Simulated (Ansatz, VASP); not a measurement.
# One calculation of Cu, two programs

File INCAR:

```
PREC = Accurate
ENCUT = 520
EDIFF = 1E-7
ISMEAR = 0
SIGMA = 0.15
LREAL = False
LASPH = True
NELM = 60
ALGO = Normal
ISIF = 2
LWAVE = False
LCHARG = False
GGA = PE
NBANDS = 12
```

The input KPOINTS:

```
Automatic mesh
0
Gamma
  22 22 22
```

File POSCAR:

```
Cu
1.0
   -1.4487000000      1.4487000000      1.4050000000
    1.4487000000     -1.4487000000      1.4050000000
    1.4487000000      1.4487000000     -1.4050000000
Cu
1
Direct
    0.0000000000      0.0000000000      0.0000000000
```

Input for Ansatz:

```yaml
crystal:
  lattice:
    - [-1.4487, 1.4487, 1.405]
    - [1.4487, -1.4487, 1.405]
    - [1.4487, 1.4487, -1.405]
  atoms:
    - { symbol: Cu, position: [0.0, 0.0, 0.0] }
basis:
  ecutwfc: 520.0
kpoints:
  mp_grid: { grid: [22, 22, 22] }
hamiltonian:
  xc: pbe
  pseudopotentials: { kind: paw, azcp: { folder: soft_1 } }
scf:
  occupations: { method: gaussian, width: 0.15 }
output:
  forces: true
  stress: true
  eigenvalues: true
```

Alike in both runs: task single point; functional PBE; k mesh 22 × 22 × 22; occupations gaussian, width 0.15 eV; no spin polarisation.

```csv
,VASP,Ansatz
version,VASP 6.6.1,Ansatz 0.2.0
potentials or method,"VASP PAW PBE potentials, release 64 (Cu), cutoff 520 eV","scalar-relativistic, plane waves, PAW"
valence electrons in the cell,11,19
```

Ansatz gave:

| Item | Value |
| --- | --- |
| gap on the k mesh at the Fermi level (eV) | none |
| pressure (GPa) | 2.4 |
| traceless stress, the component that is largest in VASP (GPa) | -0.27 |

**Question.** What did VASP give for the same quantities?

**Answer.** gap on the k mesh at the Fermi level (eV): none; pressure (GPa): 3.1; traceless stress, the component that is largest in VASP (GPa): -0.30.

A gap of «none» marks a metal or a gap that the smearing closes. VASP's potentials hold 11 valence electrons a cell and Ansatz's 19, so a difference there can come from the potentials and not from the codes.
